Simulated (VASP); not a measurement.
# ZnS (P6_3mc) in VASP: notebook

The runs below take ZnS through single point, with PBE.

All numbers are computed with VASP 6.6.1; they aren't measurements. Logs are shortened: lines on timing, memory, paths and dates and some standing lists are left out, and cuts for length are marked.

### 1 The cell of the first run

The structure is hexagonal, space group P6_3mc (No. 186). Conventional cell: a = 3.759 Å, b = 3.759 Å, c = 13.889 Å, α = 90.00°, β = 90.00°, γ = 120.00°. Within 3.1 Å of Zn (site symmetry 3m) lie 4 S at 2.34 to 2.60 Å. Within 3.1 Å of Zn (site symmetry 3m) lie 4 S at 2.34 to 2.61 Å. S (site symmetry 3m) has 4 Zn at 2.34 to 2.60 Å within 3.1 Å. S (site symmetry 3m) has 4 Zn at 2.34 to 2.61 Å within 3.1 Å.

### 2 Single point, PBE (21.24 Å³/atom)

INCAR

```
ALGO     = Normal         # electronic algorithm
EDIFF    = 1E-6           # SCF threshold, eV
ENCUT    = 520            # plane-wave cutoff, eV
GGA      = PE             # functional
ISIF     = 2              # what is computed and relaxed
ISMEAR   = 0              # smearing method
LASPH    = T              # aspherical terms in the spheres
LCHARG   = F              # write CHGCAR
LREAL    = F              # projectors in reciprocal space
LWAVE    = F              # write WAVECAR
NBANDS   = 46             # bands
NELM     = 100            # most SCF steps
PREC     = Accurate       # precision mode
SIGMA    = 0.05           # smearing width, eV
```

KPOINTS

```
k-points
0
Gamma
  9 9 4
```

POSCAR

```
ZnS
1.0
    3.7586269539      0.0000000000      0.0000000000
   -1.8793134769      3.2550664255      0.0000000000
    0.0000000000      0.0000000000     13.8885024575
Zn S
4 4
Direct
    0.0000000000      0.0000000000      0.0000492057
    0.0000000000      0.0000000000      0.5000492057
    0.3333333333      0.6666666667      0.2500242903
    0.6666666667      0.3333333333      0.7500242903
    0.0000000000      0.0000000000      0.1872905901
    0.0000000000      0.0000000000      0.6872905901
    0.3333333333      0.6666666667      0.4376359138
    0.6666666667      0.3333333333      0.9376359138
```

Potentials or basis: VASP PAW PBE potentials, release 64 (Zn, S).

Started as:

```bash
$ cat potpaw_PBE.64/Zn/POTCAR potpaw_PBE.64/S/POTCAR > POTCAR
$ mpirun -np 1 vasp_std > vasp.out
```

OUTCAR:

```text
EDIFF = 1E-6
   ENCUT = 520
   GGA = PE
   ISIF = 2
   ISMEAR = 0
   LASPH = T
   LREAL = F
   NELM = 100
   PREC = Accurate

 ion  position               nearest neighbor table
   1  0.000  0.000  0.000-   8 2.34   8 2.34   8 2.34   5 2.60
   2  0.000  0.000  0.500-   7 2.34   7 2.34   7 2.34   6 2.60
   3  0.333  0.667  0.250-   5 2.34   5 2.34   5 2.34   7 2.61
   4  0.667  0.333  0.750-   6 2.34   6 2.34   6 2.34   8 2.61
   5  0.000  0.000  0.187-   3 2.34   3 2.34   3 2.34   1 2.60
   6  0.000  0.000  0.687-   4 2.34   4 2.34   4 2.34   2 2.60
   7  0.333  0.667  0.438-   2 2.34   2 2.34   2 2.34   3 2.61
   8  0.667  0.333  0.938-   1 2.34   1 2.34   1 2.34   4 2.61

  LATTYP: Found a hexagonal cell.
 ALAT       =     3.7586269539
 C/A-ratio  =     3.6951000000

  Lattice vectors:

 A1 = (   3.7586269539,   0.0000000000,   0.0000000000)
 A2 = (  -1.8793134769,   3.2550664255,   0.0000000000)
 A3 = (   0.0000000000,   0.0000000000,  13.8885024575)

Analysis of symmetry for initial positions (statically):
=====================================================================
 Subroutine PRICEL returns:
 Original cell was already a primitive cell.

 Routine SETGRP: Setting up the symmetry group for a
 hexagonal supercell.

 Subroutine GETGRP returns: Found 12 space group operations
 (whereof  6 operations were pure point group operations)
 out of a pool of 24 trial point group operations.

The static configuration has the point symmetry C_3v.
 The point group associated with its full space group is C_6v.

Analysis of symmetry for dynamics (positions and initial velocities):
=====================================================================
 Subroutine PRICEL returns:
 Original cell was already a primitive cell.

 Routine SETGRP: Setting up the symmetry group for a
 hexagonal supercell.

 Subroutine GETGRP returns: Found 12 space group operations
 (whereof  6 operations were pure point group operations)
 out of a pool of 24 trial point group operations.

The dynamic configuration has the point symmetry C_3v.
 The point group associated with its full space group is C_6v.

 Subroutine INISYM returns: Found 12 space group operations
 (whereof  6 operations are pure point group operations),
 and found     1 'primitive' translations

----------------------------------------------------------------------------------------

                                     Primitive cell

[... 102 lines left out ...]
   EDIFF  = 0.1E-05   stopping-criterion for ELM
   LREAL  =      F    real-space projection
   EDIFFG = 0.1E-04   stopping-criterion for IOM
   NSW    =      0    number of steps for IOM
   IBRION =     -1    ionic relax: 0-MD 1-quasi-New 2-CG
   NFREE  =      0    steps in history (QN), initial steepest desc. (CG)
   ISIF   =      2    stress and relaxation
   ISYM   =      2    0-nonsym 1-usesym 2-fastsym
   POTIM  = 0.5000    time-step for ionic-motion
   TEBEG  =    0.0;   TEEND  =   0.0 temperature during run
   PSTRESS=    0.0 pullay stress
   NELECT =      72.0000    total number of electrons
   NUPDOWN=      -1.0000    fix difference up-down
   EMIN   =  10.00;   EMAX   =-10.00  energy-range for DOS
   EFERMI =   0.00;   METHOD = LEGACY
   ISMEAR =     0;   SIGMA  =   0.05  broadening in eV -4-tet -1-fermi 0-gaus
   EFERMI_NEDOS =   21; number of points for ismear=-14 and -15
   IALGO  =     38    algorithm
   IMIX   =      4    mixing-type and parameters
     AMIX     =   0.40;   BMIX     =  1.00
     AMIX_MAG =   1.60;   BMIX_MAG =  1.00
  volume/ion in A,a.u.               =      21.24       143.33
  Fermi-wavevector in a.u.,A,eV,Ry     =   1.229620  2.323644 20.571529  1.511965
  Thomas-Fermi vector in A             =   2.364500
   LORBIT       =      0    0 simple, 1 ext, 2 COOP (PROOUT), +10 PAW based schemes
   GGA     = PE    functional components
   LHFCALC =     F    Hartree Fock is set to
   AEXX    =    0.0000 exact exchange contribution
   IVDW    =     0    specifies the selected vdW correction
   LEPSILON=     F    determine dielectric tensor
   LRPA    =     F    only Hartree local field effects (RPA)
 non-spin polarized calculation
 Gauss-broadening in eV      SIGMA  =   0.05
  energy-cutoff  :      520.00
  volume of cell :      169.92
 maximum number of plane-waves:      4605
 NGX is ok and might be reduce to    28
   NGX = 13   NGY = 13   NGZ = 51

 number of electron      71.9999986 magnetization

 Free energy of the ion-electron system (eV)
  ---------------------------------------------------
  ext. energy  EPLUGINS =         0.00000000
  ---------------------------------------------------
  free energy    TOTEN  =       -26.82008208 eV

  energy without entropy =      -26.82008208  energy(sigma->0) =      -26.82008208

 E-fermi :   1.8703     XC(G=0):  -9.2809

 val. band max:        1.6320956383   @ k =   0.0000   0.0000   0.0000
 cond. band min:       3.1182623533   @ k =   0.0000   0.0000   0.0000
 fundamental gap:      1.4861667150
 Fermi energy:         1.8703110143

 k-point     1 :       0.0000    0.0000    0.0000
  band No.  band energies     occupation
      1     -11.2403      2.00000
      2     -10.9753      2.00000
      3     -10.9736      2.00000
      4     -10.6718      2.00000
      5      -4.6754      2.00000
      6      -4.6754      2.00000
[... 1165 lines left out ...]
     45       9.2248      0.00000
     46       9.2580      0.00000

 [... further k-points ...]
[... 5 lines left out ...]
  --------------------------------------------------------------------------------------
  -------------------------------------------------------------------------------------
  Total        2.0466973      2.0466973     -9.6106038      0.0000000     -0.0000000      0.0000000
  in kB       19.2983286     19.2983286    -90.6184769      0.0000000     -0.0000000      0.0000000
  external PRESSURE =     -17.3406066 kB  Pullay stress =       0.0000000 kB

 VOLUME and BASIS-vectors are now :
 -----------------------------------------------------------------------------
  energy-cutoff  :      520.00
  volume of cell :      169.92
      direct lattice vectors                 reciprocal lattice vectors
     3.758626954  0.000000000  0.000000000     0.266054602  0.153606696  0.000000000
    -1.879313477  3.255066425  0.000000000     0.000000000  0.307213393  0.000000000
     0.000000000  0.000000000 13.888502457     0.000000000  0.000000000  0.072002003

 POSITION                                       TOTAL-FORCE (eV/Angst)
 -----------------------------------------------------------------------------------
      0.00000      0.00000      0.00068        -0.000000      0.000000      0.189504
      0.00000      0.00000      6.94493         0.000000      0.000000      0.189504
     -0.00000      2.17004      3.47246        -0.000000      0.000000      0.174450
      1.87931      1.08502     10.41671         0.000000      0.000000      0.174450
      0.00000      0.00000      2.60119         0.000000     -0.000000     -0.174673
      0.00000      0.00000      9.54544        -0.000000      0.000000     -0.174673
     -0.00000      2.17004      6.07811        -0.000000      0.000000     -0.189282
      1.87931      1.08502     13.02236         0.000000      0.000000     -0.189282
 -----------------------------------------------------------------------------------
    total drift:                               -0.000001     -0.000002     -0.000158

  FREE ENERGIE OF THE ION-ELECTRON SYSTEM (eV)
  ---------------------------------------------------
  free  energy   TOTEN  =       -26.8200820795 eV

  energy  without entropy=      -26.8200820795  energy(sigma->0) =      -26.82008208
```

OSZICAR:

```text
N       E                     dE             d eps       ncg     rms          rms(c)
DAV:   1     0.585149560656E+03    0.58515E+03   -0.33061E+04  3312   0.184E+03
DAV:   2     0.518818901488E+02   -0.53327E+03   -0.51209E+03  3336   0.428E+02
DAV:   3    -0.248704320199E+02   -0.76752E+02   -0.75564E+02  3684   0.150E+02
DAV:   4    -0.286093174524E+02   -0.37389E+01   -0.37221E+01  4028   0.333E+01
DAV:   5    -0.286684918012E+02   -0.59174E-01   -0.59147E-01  3890   0.422E+00    0.128E+01
DAV:   6    -0.267928437499E+02    0.18756E+01   -0.37331E+00  5030   0.407E+01    0.993E+00
DAV:   7    -0.268757340235E+02   -0.82890E-01   -0.41131E+00  3738   0.806E+00    0.384E+00
DAV:   8    -0.268176438621E+02    0.58090E-01   -0.30129E-01  4200   0.483E+00    0.110E+00
DAV:   9    -0.268191730519E+02   -0.15292E-02   -0.55488E-02  4300   0.274E+00    0.376E-01
DAV:  10    -0.268195419700E+02   -0.36892E-03   -0.38341E-03  3976   0.881E-01    0.189E-01
DAV:  11    -0.268199644164E+02   -0.42245E-03   -0.79823E-04  3972   0.425E-01    0.854E-02
DAV:  12    -0.268200719846E+02   -0.10757E-03   -0.30964E-04  3718   0.311E-01    0.277E-02
DAV:  13    -0.268200745942E+02   -0.26096E-05   -0.56282E-05  4062   0.626E-02    0.239E-02
DAV:  14    -0.268200789835E+02   -0.43892E-05   -0.72238E-06  3666   0.324E-02    0.155E-02
DAV:  15    -0.268200817665E+02   -0.27831E-05   -0.36484E-06  3028   0.296E-02    0.315E-03
DAV:  16    -0.268200820795E+02   -0.31299E-06   -0.15138E-06  2614   0.200E-02
   1 F= -.26820082E+02 E0= -.26820082E+02  d E =-.249192E-13
```

Run time: 3.9 min. Hardware: 1 thread of AMD EPYC 7R13 (Zen 3), shared host; peak memory 0.37 GiB.

What came out:

```yaml
Free_energy: -26.8201 eV
Pressure: -1.7 GPa
Largest_force: 0.190 eV/Å
Band_gap_on_the_k_mesh: 1.49 eV
```

Forces on the atoms (eV/Å):
```
Zn   0.000  0.000  0.190
Zn   0.000  0.000  0.190
Zn   0.000  0.000  0.174
Zn   0.000  0.000  0.174
S    0.000  0.000 -0.175
S    0.000  0.000 -0.175
S    0.000  0.000 -0.189
S    0.000  0.000 -0.189
```

Caveat: an odd mesh through Γ misses points on the zone boundary, where band edges can lie. Expect the measured gap to be larger: semilocal functionals such as PBE lack the derivative discontinuity.

### 3 Single point, PBE (21.24 Å³/atom)

INCAR

```
  PREC = Accurate
  ENCUT = 520
  EDIFF = 1E-7
  ISMEAR = 0
  SIGMA = 0.05
  LREAL = F
  LASPH = T
  NELM = 100
  ALGO = Normal
  ISIF = 2
  LWAVE = F
  LCHARG = T
  GGA = PE
  LELF = T
  LVHAR = T
  NBANDS = 46
```

KPOINTS

```
regular mesh
0
Gamma
  9 9 4
```

POSCAR, as its differences from that of step 2:

```diff
@@ -2,5 +2,5 @@
 1.0
-    3.7586269539      0.0000000000      0.0000000000
-   -1.8793134769      3.2550664255      0.0000000000
-    0.0000000000      0.0000000000     13.8885024575
+    3.9137457800      0.0000000000      0.0000000000
+   -1.9568728900      3.3894032694      0.0000000000
+    0.0000000000      0.0000000000     12.8093957352
 Zn S
```

Potentials or basis: VASP PAW PBE potentials, release 64 (Zn, S).

Started as:

```bash
$ cat potpaw_PBE.64/Zn/POTCAR potpaw_PBE.64/S/POTCAR > POTCAR
$ mpirun -np 1 vasp_std > vasp.out
```

Run time: 4.1 min. Hardware: 1 thread of AMD EPYC 7R13 (Zen 3), shared host; peak memory 0.37 GiB.

Results (log left out):

```
Free energy            : -27.3191 eV
Pressure               : -3.1 GPa
Band gap on the k mesh : 1.83 eV
```

Forces on the atoms (eV/Å):
```
Zn   0.000  0.000 -0.003
Zn   0.000  0.000 -0.003
Zn   0.000  0.000 -0.001
Zn   0.000  0.000 -0.001
S    0.000  0.000  0.002
S    0.000  0.000  0.002
S    0.000  0.000  0.002
S    0.000  0.000  0.002
```

Levels at points of the mesh, in eV from the valence-band top:
```csv
k point,band 33,band 34,band 35,band 36,band 37,band 38,band 39,band 40
"(0.00, 0.00, 0.00)",-0.40,-0.03,0.00,0.00,1.83,3.06,3.18,3.39
"(0.00, 0.00, 0.50)",-0.13,-0.13,-0.13,-0.13,2.69,2.69,3.16,3.16
```

Caveat: the cell stands under tension; an odd mesh through Γ misses points on the zone boundary, where band edges can lie. Expect the measured gap to be larger: semilocal functionals such as PBE lack the derivative discontinuity.

### 4 Single point, PBE (19.09 Å³/atom)

This run uses another cell than the first one, of 19.09 Å³/atom.

INCAR

```
ALGO = Normal ; EDIFF = 1E-6
ENCUT = 520 ; GGA = PE
ISIF = 2 ; ISMEAR = 0
LASPH = T ; LCHARG = T
LELF = T ; LREAL = F
LVHAR = T ; LWAVE = F
NBANDS = 46 ; NELM = 100
PREC = Accurate ; SIGMA = 0.05
```

KPOINTS

```
k-points
0
Gamma
  9 9 4
```

POSCAR, as its differences from that of step 3:

```diff
@@ -2,5 +2,5 @@
 1.0
-    3.9137457800      0.0000000000      0.0000000000
-   -1.9568728900      3.3894032694      0.0000000000
-    0.0000000000      0.0000000000     12.8093957352
+    3.9328346672      0.0000000000      0.0000000000
+   -1.9664173336      3.4059347307      0.0000000000
+    0.0000000000      0.0000000000     11.4012877001
 Zn S
```

Started as:

```bash
$ cat potpaw_PBE.64/Zn/POTCAR potpaw_PBE.64/S/POTCAR > POTCAR
$ mpirun -np 1 vasp_std > vasp.out
```

Run time: 8.5 min. Hardware: 1 thread of Intel Xeon 8259CL, shared host; peak memory 0.38 GiB.

The run converged. Its results:

| Quantity | Value |
| --- | --- |
| Free energy | -26.4485 eV |
| Pressure | 6.8 GPa |
| Largest force | 1.513 eV/Å |
| Band gap on the k mesh | 2.09 eV |

Forces in eV/Å, atoms in the order of the input:
```
Zn   0.000  0.000 -1.500
Zn   0.000  0.000 -1.500
Zn   0.000  0.000 -1.480
Zn   0.000  0.000 -1.480
S    0.000  0.000  1.467
S    0.000  0.000  1.467
S    0.000  0.000  1.513
S    0.000  0.000  1.513
```

Stress tensor (GPa, compression positive):
```
-0.77  0.00  0.00
 0.00 -0.77  0.00
 0.00  0.00 21.94
```

Levels at points of the mesh, in eV from the valence-band top:
| k point | band 34 | band 35 | band 36 | band 37 | band 38 | band 39 |
| --- | --- | --- | --- | --- | --- | --- |
| (0.00, 0.00, 0.00) | -0.21 | -0.21 | 0.00 | 2.09 | 2.36 | 2.86 |
| (0.00, 0.00, 0.50) | -0.44 | -0.44 | -0.44 | 2.55 | 2.55 | 2.89 |

Caveat: the cell stands under pressure; an odd mesh through Γ misses points on the zone boundary, where band edges can lie; forces of over 1 eV/Å act on the atoms, so gaps and moduli don't describe the material at rest. PBE gaps usually lie below the measured ones, often by a third to a half.

### 5 Single point, PBE (19.09 Å³/atom)

This run uses another cell than the first one, of 19.09 Å³/atom.

INCAR

```
ALGO     = Normal         # electronic algorithm
EDIFF    = 1E-6           # SCF threshold, eV
ENCUT    = 520            # plane-wave cutoff, eV
GGA      = PE             # functional
ISIF     = 2              # what is computed and relaxed
ISMEAR   = 0              # smearing method
LASPH    = True           # aspherical terms in the spheres
LCHARG   = False          # write CHGCAR
LREAL    = False          # projectors in reciprocal space
LWAVE    = False          # write WAVECAR
NBANDS   = 46             # bands
NELM     = 60             # most SCF steps
PREC     = Accurate       # precision mode
SIGMA    = 0.05           # smearing width, eV
```

KPOINTS is that of step 4.

POSCAR, as its differences from that of step 4:

```diff
@@ -2,5 +2,5 @@
 1.0
-    3.9328346672      0.0000000000      0.0000000000
-   -1.9664173336      3.4059347307      0.0000000000
-    0.0000000000      0.0000000000     11.4012877001
+    3.6272684286      0.0000000000      0.0000000000
+   -1.8136342143      3.1413066055      0.0000000000
+    0.0000000000      0.0000000000     13.4031195706
 Zn S
```

Started as:

```bash
$ cat potpaw_PBE.64/Zn/POTCAR potpaw_PBE.64/S/POTCAR > POTCAR
$ mpirun -np 1 vasp_std > vasp.out
```

It took 8.9 min on 1 thread of Intel Xeon 8259CL, shared host; peak memory 0.38 GiB.

It converged, with:

- Free energy: -26.6126 eV
- Pressure: 6.3 GPa
- Largest force: 0.647 eV/Å
- Band gap on the k mesh: 1.79 eV

Forces on the atoms (eV/Å):
```
Zn   0.000  0.000  0.647
Zn   0.000  0.000  0.647
Zn   0.000  0.000  0.628
Zn   0.000  0.000  0.628
S    0.000  0.000 -0.628
S    0.000  0.000 -0.628
S    0.000  0.000 -0.647
S    0.000  0.000 -0.647
```

Stress tensor (GPa, compression positive):
```
11.72  0.00  0.00
 0.00 11.72  0.00
 0.00  0.00 -4.65
```

Levels at points of the mesh, in eV from the valence-band top:
```
           k point  band 34  band 35  band 36  band 37  band 38  band 39
(0.00, 0.00, 0.00)    -0.32     0.00     0.00     1.79     3.87     3.93
(0.00, 0.00, 0.50)    -0.10    -0.10    -0.10     2.89     2.89     3.98
```

Caveat: the cell stands under pressure; an odd mesh through Γ misses points on the zone boundary, where band edges can lie.

### 6 Single point, PBE (19.63 Å³/atom)

This run uses another cell than the first one, of 19.63 Å³/atom.

INCAR

```
SYSTEM = ZnS
  PREC = Accurate
  ENCUT = 520
  EDIFF = 1E-6
  ISMEAR = 0
  SIGMA = 0.05
  LREAL = .FALSE.
  LASPH = .TRUE.
  NELM = 80
  ALGO = Normal
  ISIF = 2
  LWAVE = .FALSE.
  LCHARG = .FALSE.
  GGA = PE
  NBANDS = 46
```

KPOINTS

```
regular mesh
0
G
  9 9 4
  0 0 0
```

POSCAR, as its differences from that of step 5:

```diff
@@ -2,5 +2,5 @@
 1.0
-    3.6272684286      0.0000000000      0.0000000000
-   -1.8136342143      3.1413066055      0.0000000000
-    0.0000000000      0.0000000000     13.4031195706
+    4.0504357320      0.0000000000      0.0000000000
+   -2.0252178660      3.5077802403      0.0000000000
+    0.0000000000      0.0000000000     11.0512088511
 Zn S
```

Potentials or basis: VASP PAW PBE potentials, release 64 (Zn, S).

Started as:

```bash
$ cat potpaw_PBE.64/Zn/POTCAR potpaw_PBE.64/S/POTCAR > POTCAR
$ mpirun -np 1 vasp_std > vasp.out
```

It took 8.3 min on 1 thread of Intel Xeon 8259CL, shared host; peak memory 0.38 GiB.

The run converged. Its results:

* Free energy: -25.5307 eV
* Pressure: 7.1 GPa
* Largest force: 2.509 eV/Å
* Band gap on the k mesh: 1.91 eV

Forces in eV/Å, atoms in the order of the input:
```
Zn   0.000  0.000 -2.502
Zn   0.000  0.000 -2.502
Zn   0.000  0.000 -2.451
Zn   0.000  0.000 -2.451
S    0.000  0.000  2.444
S    0.000  0.000  2.444
S    0.000  0.000  2.509
S    0.000  0.000  2.509
```

Stress tensor (GPa, compression positive):
```
-4.09  0.00  0.00
 0.00 -4.09  0.00
 0.00  0.00 29.49
```

Levels at points of the mesh, in eV from the valence-band top:
```tsv
k point	band 34	band 35	band 36	band 37	band 38	band 39
(0.00, 0.00, 0.00)	-0.19	-0.19	0.00	1.91	2.05	2.69
(0.00, 0.00, 0.50)	-0.44	-0.44	-0.44	2.30	2.30	2.77
```

Caveat: the cell stands under pressure; an odd mesh through Γ misses points on the zone boundary, where band edges can lie; forces of over 1 eV/Å act on the atoms, so gaps and moduli don't describe the material at rest. Expect the measured gap to be larger: semilocal functionals such as PBE lack the derivative discontinuity.

### 7 Overview

```tsv
cell	gap on the mesh (eV)	pressure (GPa)	largest force (eV/Å)
a = 3.759, b = 3.759, c = 13.889 Å, angles 90.0, 90.0, 120.0°, 8 atoms	1.49	-1.7	0.19
a = 3.914, b = 3.914, c = 12.809 Å, angles 90.0, 90.0, 120.0°, 8 atoms	1.83	-3.1	-
a = 3.933, b = 3.933, c = 11.401 Å, angles 90.0, 90.0, 120.0°, 8 atoms	2.09	6.8	1.51
a = 3.627, b = 3.627, c = 13.403 Å, angles 90.0, 90.0, 120.0°, 8 atoms	1.79	6.3	0.65
a = 4.050, b = 4.050, c = 11.051 Å, angles 90.0, 90.0, 120.0°, 8 atoms	1.91	7.1	2.51
```

Alike in all rows: task single point; level PBE; potentials or basis VASP PAW PBE potentials, release 64 (Zn, S); no spin polarisation; k mesh 9 × 9 × 4; cutoff (eV) 520; smearing gaussian 0.05 eV.

Caveats: an odd mesh through Γ misses points on the zone boundary, where band edges can lie; the cell stands under pressure (at least some runs); forces of over 1 eV/Å act on the atoms, so gaps and moduli don't describe the material at rest (at least some runs); the cell stands under tension (at least some runs).

Total energies depend on the potentials used, so only differences within one code and one set of settings carry meaning.
